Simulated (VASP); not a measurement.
Input of a VASP 6.6.1 run:

INCAR

```
PREC     = Accurate       # precision mode
ENCUT    = 520            # plane-wave cutoff, eV
EDIFF    = 1E-6           # SCF threshold, eV
ISMEAR   = 0              # smearing method
SIGMA    = 0.1            # smearing width, eV
LREAL    = False          # projectors in reciprocal space
LASPH    = True           # aspherical terms in the spheres
NELM     = 100            # most SCF steps
ALGO     = Normal         # electronic algorithm
ISIF     = 2              # what is computed and relaxed
LWAVE    = False          # write WAVECAR
LCHARG   = True           # write CHGCAR
GGA      = PE             # functional
LELF     = True           # ELF
LVHAR    = True         
NBANDS   = 23             # bands
```

The input KPOINTS:

```
Automatic mesh
0
Gamma
  12 12 6
```

The input POSCAR:

```
Cs2Ge
1.0
    4.7452982193      0.0000000000      0.0000000000
   -2.3726491097      4.1095488065      0.0000000000
    0.0000000000      0.0000000000     10.0189171566
Cs Ge
2 1
Direct
    0.3333333333      0.6666666667      0.7460664449
    0.6666666667      0.3333333333      0.2539335551
    0.0000000000      0.0000000000      0.5000000000
```

Potentials or basis: VASP PAW PBE potentials, release 64 (Cs_sv, Ge_d).

Command:

```sh
$ cat potpaw_PBE.64/Cs_sv/POTCAR potpaw_PBE.64/Ge_d/POTCAR > POTCAR
$ mpirun -np 1 vasp_std > vasp.out
```

Question: What does it give for the pressure?

Answer: 0.0 GPa.

Question: Predict the band gap on the k mesh.

Answer: Zero (band 16 reaches 1.54 eV, above the bottom of band 17 at 0.97 eV).

Caveat: spin-orbit coupling is left out, which moves the levels of the heavy elements.
